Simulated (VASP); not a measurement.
Runs of VASP 6.6.1 on LiCaF3. Symmetry: Pm-3m, No. 221, cubic system. Conventional cell: a = 3.761 Å, b = 3.761 Å, c = 3.761 Å, α = 90.00°, β = 90.00°, γ = 90.00°. Ca (site symmetry m-3m) has 12 F at 2.66 Å and 8 Li at 3.26 Å within 3.5 Å. F (site symmetry 4/mmm) has 2 Li at 1.88 Å within 2.5 Å. Within 2.5 Å of Li (site symmetry m-3m) lie 6 F at 1.88 Å. 

```tsv
task	level	potentials or basis	k mesh	smearing	k mesh for the DOS	occupations for the DOS	gap on the mesh (eV)
single point	revPBE	VASP PAW PBE potentials, release 64 (Ca_sv, F, Li_sv)	7 × 7 × 7	fermi-dirac 0.05 eV	-	-	6.60
single point	LDA	VASP PAW LDA potentials, release 64 (Ca_sv, F, Li_sv)	7 × 7 × 7	fermi-dirac 0.05 eV	-	-	6.39
single point	PBE	VASP PAW PBE potentials, release 64 (Ca_sv, F, Li_sv)	7 × 7 × 7	fermi-dirac 0.05 eV	-	-	(a)
single point	r2SCAN	VASP PAW PBE potentials, release 64 (Ca_sv, F, Li_sv)	7 × 7 × 7	fermi-dirac 0.05 eV	-	-	7.28
single point	PBE	VASP PAW PBE potentials, release 64 (Ca_sv, F, Li_sv)	6 × 6 × 6	gaussian 0.05 eV	-	-	(b)
single point	PBE	VASP PAW PBE potentials, release 64 (Ca_sv, F, Li_sv)	5 × 5 × 5	fermi-dirac 0.1 eV	-	-	6.57
```

Alike in all rows: no spin polarisation; cell as given; cutoff (eV) 520.

Estimate the missing entries.

(a) 6.52; (b) 6.48.

A k mesh can miss the band edges.
